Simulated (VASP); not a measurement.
Write the native input for VASP 6.6.1 that does the following.

```
Task                   : single point
Functional             : r2SCAN
Potentials or basis    : VASP PAW PBE potentials, release 64 (Pb_d, S)
Cutoff                 : 520 eV
k mesh                 : 9 × 9 × 9
Occupations            : gaussian, width 0.05 eV
Spin                   : no spin polarisation
Dipole correction      : no
Further INCAR settings : ALGO = Normal; EDIFF = 1e-07; NBANDS = 17
```

Crystal: PbS.

```
Pb S
1.0
     2.25980    1.30470    3.17480
    -2.25980    1.30470    3.17480
     0.00000   -2.60939    3.17480
Pb S
1 1
Direct
  0.97815 0.97815 0.97815
  0.47745 0.47745 0.47745
```

The input as run:

POSCAR

```
PbS
1.0
    2.2598000000      1.3046961383      3.1748000000
   -2.2598000000      1.3046961383      3.1748000000
    0.0000000000     -2.6093922766      3.1748000000
Pb S
1 1
Direct
    0.9781509158      0.9781509158      0.9781509158
    0.4774504142      0.4774504142      0.4774504142
```

INCAR.step1

```
SYSTEM = PbS
PREC = Accurate
ENCUT = 520
ISMEAR = 0
SIGMA = 0.05
LREAL = .False.
LASPH = .True.
NELM = 80
NBANDS = 17
GGA = PE
ALGO = Normal
EDIFF = 1E-4
LWAVE = .True.
LCHARG = .False.
```

INCAR.step2

```
SYSTEM = PbS
PREC = Accurate
ENCUT = 520
EDIFF = 1E-7
ISMEAR = 0
SIGMA = 0.05
LREAL = .False.
LASPH = .True.
NELM = 80
ALGO = Normal
ISIF = 2
LWAVE = .False.
LCHARG = .False.
METAGGA = R2SCAN
LMIXTAU = .True.
NBANDS = 17
ISTART = 1
```

KPOINTS

```
Automatic mesh
0
Gamma
  9 9 9
  0 0 0
```

Potentials or basis: VASP PAW PBE potentials, release 64 (Pb_d, S).

The run is started by

```console
$ cat potpaw_PBE.64/Pb_d/POTCAR potpaw_PBE.64/S/POTCAR > POTCAR
$ cp INCAR.step1 INCAR
$ mpirun -np 1 vasp_std > vasp.out
$ cp INCAR.step2 INCAR
$ mpirun -np 1 vasp_std > vasp.out
```

Results of the run:

```json
{
  "Pressure": "-3.1 GPa"
}
```

Caveat: the cell stands under tension; the PAW data sets were made with another functional, which shifts forces and pressure a little.

It took 2.3 min on 1 thread of Intel(R) Xeon(R) Platinum 8488C (Sapphire Rapids), on a shared host, peak memory 0.23 GiB.
